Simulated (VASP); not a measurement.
The system is Hf.

```xyz
1
Lattice="0.0000 2.2200 2.2200 2.2200 0.0000 2.2200 2.2200 2.2200 0.0000" Properties=species:S:1:pos:R:3 pbc="T T T"
Hf    0.0000    0.0000    0.0000
```

```yaml
Program: VASP 6.6.1
Task: relaxation of cell and atoms
Functional: BLYP
Dispersion: D4
Potentials_or_basis: VASP PAW PBE potentials, release 64 (Hf_pv)
Cutoff: 600 eV
k_mesh: 10 × 10 × 10
Occupations: fermi-dirac, width 0.05 eV
Spin: no spin polarisation
```

At the start: pressure 3.1 GPa; volume 21.88 Å³/atom.

Task: How do energy, volume and symmetry change on relaxing?

Result: Over 3 steps the energy falls by 6.0 meV/atom and the volume is 22.51 Å³/atom (+2.9 %); space group Fm-3m (No. 225, to 0.05 Å).

Step by step:
```
step  energy change (eV)  largest force (eV/Å)  pressure (GPa)  volume (Å³)
   1              0.0000                0.0000            3.13        21.88
   2              0.0019                0.0000           -3.28        23.27
   3             -0.0060                0.0000           -0.02        22.51
```

Final structure:
```xyz
1
Lattice="0.0000 2.2412 2.2412 2.2412 0.0000 2.2412 2.2412 2.2412 0.0000" Properties=species:S:1:pos:R:3 pbc="T T T"
Hf    0.0000    0.0000    0.0000
```

Caveat: the PAW data sets were made with another functional, which shifts forces and pressure a little; pairwise dispersion overbinds metals, which lowers pressure and volume.
